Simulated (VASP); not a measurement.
# Al2Cu (Immm) in VASP: a series of runs

Al2Cu is run at these levels: PBEsol; tasks: single point.

Everything below comes from runs of VASP 6.6.1. Logs are shortened: lines on timing, memory, paths and dates and some standing lists are left out, and cuts for length are marked.

### 1 The cell of the first run

It takes space group Immm (No. 71, orthorhombic). The conventional cell has a = 3.806 Å, b = 4.110 Å, c = 5.812 Å, α = 90.00°, β = 90.00°, γ = 90.00°. Al (site symmetry mm2) has 4 Cu at 2.42 to 2.49 Å and 6 Al at 2.80 to 2.99 Å within 3.2 Å. Cu (site symmetry mmm) has 8 Al at 2.42 to 2.49 Å within 3.2 Å.

### 2 Single point, PBEsol (uniaxial strain along a: -6.0 %)

Contents of INCAR:

```
SYSTEM = Al2Cu
PREC     = Accurate       ! precision mode
ENCUT    = 520            ! plane-wave cutoff, eV
EDIFF    = 1E-6           ! SCF threshold, eV
ISMEAR   = 0              ! smearing method
SIGMA    = 0.1            ! smearing width, eV
LREAL    = .False.        ! projectors in reciprocal space
LASPH    = .True.         ! aspherical terms in the spheres
NELM     = 60             ! most SCF steps
ALGO     = Fast           ! electronic algorithm
ISIF     = 2              ! what is computed and relaxed
LWAVE    = .False.        ! write WAVECAR
LCHARG   = .True.         ! write CHGCAR
GGA      = PS             ! functional
LELF     = .True.         ! ELF
LVHAR    = .True.       
NBANDS   = 26             ! bands
```

Contents of KPOINTS:

```
regular mesh
0
Gamma
  10 10 6
  0 0 0
```

Contents of POSCAR:

```
Al2Cu
1.0
    2.6913880886      2.6913880886      0.0000000000
   -2.9061264999      2.9061264999      0.0000000000
    0.0000000000      0.0000000000      5.8122529998
Al Cu
4 2
Direct
    0.5000000000      0.0000000000      0.2430666103
    0.0000000000      0.5000000000      0.2569333897
    0.0000000000      0.5000000000      0.7430666103
    0.5000000000      0.0000000000      0.7569333897
    0.0000000000      0.0000000000      0.5000000000
    0.5000000000      0.5000000000      0.0000000000
```

Potentials or basis: VASP PAW PBE potentials, release 64 (Al, Cu).

Launch:

```console
$ cat potpaw_PBE.64/Al/POTCAR potpaw_PBE.64/Cu/POTCAR > POTCAR
$ mpirun -np 1 vasp_std > vasp.out
```

OUTCAR:

```text
SYSTEM = Al2Cu
   PREC = Accurate
   ENCUT = 520
   EDIFF = 1E-6
   ISMEAR = 0
   LREAL = .False.
   LASPH = .True.
   NELM = 60
   ISIF = 2
   GGA = PS

 ion  position               nearest neighbor table
   1  0.500  0.000  0.243-   5 2.42   5 2.42   6 2.49   6 2.49   2 2.80   2 2.80   2 2.80   2 2.80
                             4 2.83   4 2.99
   2  0.000  0.500  0.257-   6 2.42   6 2.42   5 2.49   5 2.49   1 2.80   1 2.80   1 2.80   1 2.80
                             3 2.83   3 2.99
   3  0.000  0.500  0.743-   6 2.42   6 2.42   5 2.49   5 2.49   4 2.80   4 2.80   4 2.80   4 2.80
                             2 2.83   2 2.99
   4  0.500  0.000  0.757-   5 2.42   5 2.42   6 2.49   6 2.49   3 2.80   3 2.80   3 2.80   3 2.80
                             1 2.83   1 2.99
   5  0.000  0.000  0.500-   1 2.42   4 2.42   1 2.42   4 2.42   2 2.49   3 2.49   3 2.49   2 2.49

   6  0.500  0.500  0.000-   2 2.42   3 2.42   2 2.42   3 2.42   1 2.49   4 2.49   1 2.49   4 2.49

  LATTYP: Found a simple orthorhombic cell.
 ALAT       =     3.8061975365
 B/A-ratio  =     1.0797872340
 C/A-ratio  =     1.5270497508

  Lattice vectors:

 A1 = (   2.6913880886,   2.6913880886,   0.0000000000)
 A2 = (  -2.9061264999,   2.9061264999,   0.0000000000)
 A3 = (   0.0000000000,   0.0000000000,   5.8122529998)

Analysis of symmetry for initial positions (statically):
=====================================================================
 Subroutine PRICEL returns following result:

  LATTYP: Found a body centered orthorhombic cell.
 ALAT       =     3.8061975365
 B/A-ratio  =     1.0797872340
 C/A-ratio  =     1.5270497508

  Lattice vectors:

 A1 = (   0.1073692057,  -2.7987572943,  -2.9061264999)
 A2 = (  -0.1073692057,   2.7987572943,  -2.9061264999)
 A3 = (   2.7987572942,  -0.1073692056,   2.9061264999)

   2 primitive cells build up your supercell.

 Routine SETGRP: Setting up the symmetry group for a
 simple orthorhombic supercell.

 Subroutine GETGRP returns: Found  8 space group operations
 (whereof  8 operations were pure point group operations)
 out of a pool of  8 trial point group operations.

The static configuration has the point symmetry D_2h.

Analysis of symmetry for dynamics (positions and initial velocities):
=====================================================================
 Subroutine PRICEL returns following result:

  LATTYP: Found a body centered orthorhombic cell.
 ALAT       =     3.8061975365
 B/A-ratio  =     1.0797872340
 C/A-ratio  =     1.5270497508

  Lattice vectors:

 A1 = (   0.1073692057,  -2.7987572943,  -2.9061264999)
 A2 = (  -0.1073692057,   2.7987572943,  -2.9061264999)
 A3 = (   2.7987572942,  -0.1073692056,   2.9061264999)

   2 primitive cells build up your supercell.

 Routine SETGRP: Setting up the symmetry group for a
 simple orthorhombic supercell.

 Subroutine GETGRP returns: Found  8 space group operations
 (whereof  8 operations were pure point group operations)
 out of a pool of  8 trial point group operations.

The dynamic configuration has the point symmetry D_2h.

 Subroutine INISYM returns: Found  8 space group operations
 (whereof  8 operations are pure point group operations),
 and found     2 'primitive' translations

----------------------------------------------------------------------------------------

                                     Primitive cell

  volume of cell :      45.4606

  direct lattice vectors                    reciprocal lattice vectors
     0.107369206 -2.798757294 -2.906126500     0.172050322 -0.172050322 -0.172050322
    -0.107369206  2.798757294 -2.906126500     0.185777741  0.185777741 -0.172050322
     2.798757294 -0.107369206  2.906126500     0.357828063  0.013727419  0.000000000

  length of vectors
     4.036104777  4.036104777  4.036104777     0.297999899  0.314051033  0.358091280

  position of ions in fractional coordinates (direct lattice)
     0.756933390  0.256933390  0.500000000
     0.243066610  0.743066610  0.500000000
     0.500000000  0.500000000  0.000000000

  ion indices of the primitive-cell ions
   primitive index   ion index
                 1           1
                 2           4
                 3           6

----------------------------------------------------------------------------------------

 KPOINTS: regular mesh

Automatic generation of k-mesh.
 Grid dimensions read from file:
 generate k-points for:   10   10    6

 Generating k-lattice:

  Cartesian coordinates                     Fractional coordinates (reciprocal lattice)
     0.018577774  0.018577774  0.000000000     0.100000000  0.000000000  0.000000000
    -0.017205032  0.017205032  0.000000000     0.000000000  0.100000000  0.000000000
     0.000000000  0.000000000  0.028675054     0.000000000  0.000000000  0.166666667

  Length of vectors
     0.026272940  0.024331590  0.028675054

  Shift w.r.t. Gamma in fractional coordinates (k-lattice)
     0.000000000  0.000000000  0.000000000

 Subroutine IBZKPT returns following result:
 ===========================================

 Found    144 irreducible k-points:

 Following reciprocal coordinates:
            Coordinates               Weight
  0.000000  0.000000  0.000000      1.000000
  0.100000  0.000000  0.000000      2.000000
  0.200000  0.000000  0.000000      2.000000
  0.300000  0.000000  0.000000      2.000000
  0.400000  0.000000  0.000000      2.000000
  0.500000  0.000000  0.000000      1.000000
[... 16 lines left out ...]
  0.400000  0.300000  0.000000      4.000000
  0.500000  0.300000  0.000000      2.000000
 [... further k-points ...]
   k-points           NKPTS =    144   k-points in BZ     NKDIM =    144   number of bands    NBANDS=     26
   number of dos      NEDOS =    301   number of ions     NIONS =      6
   total plane-waves  NPLWV =  43008
   dimension x,y,z NGX =    28 NGY =   32 NGZ =   48
   dimension x,y,z NGXF=    56 NGYF=   64 NGZF=   96
   ions per type =               4   2
   NGX,Y,Z   is equivalent  to a cutoff of  12.23, 12.94, 13.73 a.u.
   NGXF,Y,Z  is equivalent  to a cutoff of  24.46, 25.89, 27.46 a.u.
 SYSTEM =  Al2Cu
   PREC   = accura    normal or accurate (medium, high low for compatibility)
   ISTART =      0    job   : 0-new  1-cont  2-samecut
   ICHARG =      2    charge: 1-file 2-atom 10-const
   ISPIN  =      1    spin polarized calculation?
   LNONCOLLINEAR =      F non collinear calculations
   LSORBIT =      F    spin-orbit coupling
   LASPH  =      T    aspherical Exc in radial PAW
   ENCUT  =  520.0 eV  38.22 Ry    6.18 a.u.   7.08  7.64 10.81*2*pi/ulx,y,z
   NELM   =     60;   NELMIN=  2; NELMDL= -5     # of ELM steps
   EDIFF  = 0.1E-05   stopping-criterion for ELM
   LREAL  =      F    real-space projection
   EDIFFG = 0.1E-04   stopping-criterion for IOM
   NSW    =      0    number of steps for IOM
   IBRION =     -1    ionic relax: 0-MD 1-quasi-New 2-CG
   NFREE  =      0    steps in history (QN), initial steepest desc. (CG)
   ISIF   =      2    stress and relaxation
   ISYM   =      2    0-nonsym 1-usesym 2-fastsym
   POTIM  = 0.5000    time-step for ionic-motion
   TEBEG  =    0.0;   TEEND  =   0.0 temperature during run
   PSTRESS=    0.0 pullay stress
   NELECT =      34.0000    total number of electrons
   NUPDOWN=      -1.0000    fix difference up-down
   EMIN   =  10.00;   EMAX   =-10.00  energy-range for DOS
   EFERMI =   0.00;   METHOD = LEGACY
   ISMEAR =     0;   SIGMA  =   0.10  broadening in eV -4-tet -1-fermi 0-gaus
   EFERMI_NEDOS =   21; number of points for ismear=-14 and -15
   IALGO  =     68    algorithm
   IMIX   =      4    mixing-type and parameters
     AMIX     =   0.40;   BMIX     =  1.00
     AMIX_MAG =   1.60;   BMIX_MAG =  1.00
  volume/ion in A,a.u.               =      15.15       102.26
  Fermi-wavevector in a.u.,A,eV,Ry     =   1.179450  2.228836 18.927080  1.391101
  Thomas-Fermi vector in A             =   2.315760
   LORBIT       =      0    0 simple, 1 ext, 2 COOP (PROOUT), +10 PAW based schemes
   GGA     = PS    functional components
   LHFCALC =     F    Hartree Fock is set to
   AEXX    =    0.0000 exact exchange contribution
   IVDW    =     0    specifies the selected vdW correction
   LEPSILON=     F    determine dielectric tensor
   LRPA    =     F    only Hartree local field effects (RPA)
 non-spin polarized calculation
 RMM-DIIS sequential band-by-band and
 Gauss-broadening in eV      SIGMA  =   0.10
  energy-cutoff  :      520.00
  volume of cell :       90.92
 maximum number of plane-waves:      2480
   NGX = 15   NGY = 15   NGZ = 21

 number of electron      33.9999971 magnetization

 Free energy of the ion-electron system (eV)
  ---------------------------------------------------
  ext. energy  EPLUGINS =         0.00000000
  ---------------------------------------------------
  free energy    TOTEN  =       -25.86345179 eV

  energy without entropy =      -25.85518692  energy(sigma->0) =      -25.85931935

 E-fermi :   7.5001     XC(G=0): -10.7719

 val. band max:        7.4995647665   @ k =   0.1000   0.0000   0.3333
 cond. band min:       7.5120791894   @ k =   0.1000   0.1000   0.1667
 fundamental gap:      0.0125144229
 Fermi energy:         7.5000761483

 k-point     1 :       0.0000    0.0000    0.0000
  band No.  band energies     occupation
      1      -3.0750      2.00000
      2       0.8547      2.00000
      3       1.3271      2.00000
      4       2.2002      2.00000
      5       2.6428      2.00000
      6       2.7037      2.00000
[... 18 lines left out ...]
     25      13.7921      0.00000
     26      14.7188      0.00000

 k-point     2 :       0.1000    0.0000    0.0000
  band No.  band energies     occupation
      1      -2.9726      2.00000
      2       0.9195      2.00000
      3       1.4168      2.00000
      4       2.1917      2.00000
      5       2.6619      2.00000
      6       2.6691      2.00000
[... 18 lines left out ...]
     25      13.7308      0.00000
     26      13.8428      0.00000

 k-point     3 :       0.2000    0.0000    0.0000
  band No.  band energies     occupation
      1      -2.6669      2.00000
      2       1.1037      2.00000
      3       1.6329      2.00000
      4       2.1060      2.00000
      5       2.5698      2.00000
      6       2.7160      2.00000
[... 18 lines left out ...]
     25      12.8452      0.00000
     26      14.0234      0.00000

 k-point     4 :       0.3000    0.0000    0.0000
  band No.  band energies     occupation
      1      -2.1631      2.00000
      2       1.3143      2.00000
      3       1.3748      2.00000
      4       2.2187      2.00000
      5       2.4160      2.00000
      6       2.7968      2.00000
[... 18 lines left out ...]
     25      13.3483      0.00000
     26      14.4922      0.00000
[... 496 lines left out ...]
      1      -1.3873      2.00000
      2       1.6128      2.00000
      3       1.6890      2.00000
      4       2.0788      2.00000
      5       2.2788      2.00000
      6       2.6768      2.00000
[... 18 lines left out ...]
     25      15.1565      0.00000
     26      15.4588      0.00000

 k-point    23 :       0.4000    0.3000    0.0000
  band No.  band energies     occupation
      1      -0.7031      2.00000
      2       1.0920      2.00000
      3       1.8749      2.00000
      4       2.1609      2.00000
      5       2.1744      2.00000
      6       2.8192      2.00000
[... 18 lines left out ...]
     25      15.7297      0.00000
     26      17.1110      0.00000

 k-point    24 :       0.5000    0.3000    0.0000
  band No.  band energies     occupation
      1       0.1427      2.00000
      2       0.1427      2.00000
      3       2.0390      2.00000
      4       2.0390      2.00000
      5       2.5537      2.00000
      6       2.5537      2.00000
[... 18 lines left out ...]
     25      16.6111      0.00000
     26      16.6117      0.00000

 [... further k-points ...]
[... 5 lines left out ...]
  --------------------------------------------------------------------------------------
  -------------------------------------------------------------------------------------
  Total        2.6439526      2.6439526      1.4257019      2.6940383      0.0000000      0.0000000
  in kB       46.5906640     46.5906640     25.1231435     47.4732540      0.0000000      0.0000000
  external PRESSURE =      39.4348238 kB  Pullay stress =       0.0000000 kB

 VOLUME and BASIS-vectors are now :
 -----------------------------------------------------------------------------
  energy-cutoff  :      520.00
  volume of cell :       90.92
      direct lattice vectors                 reciprocal lattice vectors
     2.691388089  2.691388089  0.000000000     0.185777741  0.185777741  0.000000000
    -2.906126500  2.906126500  0.000000000    -0.172050322  0.172050322  0.000000000
     0.000000000  0.000000000  5.812253000     0.000000000  0.000000000  0.172050322

 POSITION                                       TOTAL-FORCE (eV/Angst)
 -----------------------------------------------------------------------------------
      1.34569      1.34569      1.41276        -0.000000      0.000000     -0.188435
     -1.45306      1.45306      1.49336        -0.000000      0.000000      0.188435
     -1.45306      1.45306      4.31889        -0.000000      0.000000     -0.188435
      1.34569      1.34569      4.39949        -0.000000      0.000000      0.188435
      0.00000      0.00000      2.90613         0.000000     -0.000000      0.000000
     -0.10737      2.79876      0.00000         0.000000     -0.000000      0.000000
 -----------------------------------------------------------------------------------
    total drift:                               -0.000000      0.000000      0.000000

  FREE ENERGIE OF THE ION-ELECTRON SYSTEM (eV)
  ---------------------------------------------------
  free  energy   TOTEN  =       -25.8634517867 eV

  energy  without entropy=      -25.8551869222  energy(sigma->0) =      -25.85931935
```

Wall time 2.7 min (1 thread of Intel Xeon 6975P-C (Granite Rapids), shared host); peak memory 0.4 GiB.

Results:

- Free energy: -25.8635 eV
- Pressure: 3.9 GPa
- Largest force: 0.188 eV/Å
- Band gap on the k mesh: zero (band 17 reaches 9.52 eV, above the bottom of band 18 at 4.85 eV)

Forces in eV/Å, atoms in the order of the input:
```
Al   0.000  0.000 -0.188
Al   0.000  0.000  0.188
Al   0.000  0.000 -0.188
Al   0.000  0.000  0.188
Cu   0.000  0.000  0.000
Cu   0.000  0.000  0.000
```

Caveat: the cell differs from its parent crystal (uniaxial strain along a: -6.0 %); the PAW data sets were made with another functional, which shifts forces and pressure a little.

(Part 1 of 2 ends here.)
